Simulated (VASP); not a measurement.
Here is a VASP 6.6.1 calculation.

Contents of INCAR:

```
ALGO = Normal ; EDIFF = 1E-6
ENCUT = 520 ; GGA = PE
ISIF = 2 ; ISMEAR = -1
IVDW = 12 ; LASPH = T
LCHARG = T ; LELF = T
LREAL = Auto ; LVHAR = T
LWAVE = F ; NBANDS = 33
NELM = 60 ; PREC = Accurate
SIGMA = 0.02
```

File KPOINTS:

```
k-points
0
Gamma
  1 1 1
```

The input POSCAR:

```
H10SO4
1.0
    5.6462160000      0.0000000000      0.0000000000
    0.0000000000      5.6462160000      0.0000000000
    0.0000000000      0.0000000000      5.6462160000
O H S
4 10 1
Direct
    0.8663678471      0.5544244145      0.7183040819
    0.2954722242      0.6416686857      0.1374017572
    0.1277846969      0.9383629673      0.7583486002
    0.6028816468      0.8180345917      0.4729184998
    0.7464822458      0.6400746978      0.6232492700
    0.9645752129      0.4826595369      0.5987904111
    0.2704289032      0.7386539941     -0.0035776173
    0.2510530947      0.4724934363      0.1045478954
    0.2735991680      0.8994873735      0.6704136009
    0.0482447005      0.7848087994      0.7280805410
    0.4997860514      0.7407793113      0.3687071129
    0.7172768452      0.9444555433      0.3949370694
    0.8679618350      0.3256694395      0.1090996165
    1.1135953708      0.1249863625      0.1680063249
    0.9578273307      0.2341745339      0.2951357157
```

Potentials or basis: VASP PAW PBE potentials, release 64 (O, H, S).

Command:

```bash
$ cat potpaw_PBE.64/O/POTCAR potpaw_PBE.64/H/POTCAR potpaw_PBE.64/S/POTCAR > POTCAR
$ mpirun -np 1 vasp_gam > vasp.out
```

Problem. Predict the band gap on the k mesh.

Solution. 4.72 eV.

Problem. Estimate the largest force.

Solution. 3.919 eV/Å.

Problem. What does it give for the dispersion energy per atom?

Solution. -0.038 eV.

Forces on the atoms (eV/Å):
```
O    0.456 -0.324  1.059
O    0.155 -1.305  0.444
O    1.340 -0.244 -0.342
O    2.416  2.780  1.339
H   -0.416  0.495 -0.205
H    0.290 -0.666 -0.414
H   -0.343  0.034 -0.296
H    0.243  1.635  0.085
H    0.302  0.841  0.001
H   -1.221 -0.141  0.465
H   -1.357 -0.796 -2.403
H   -1.638 -1.629  0.577
H   -1.019  1.044 -1.917
H    1.134 -1.106 -0.924
S   -0.341 -0.619  2.529
```

Caveat: the k points lie up to 1.11 Å⁻¹ apart.
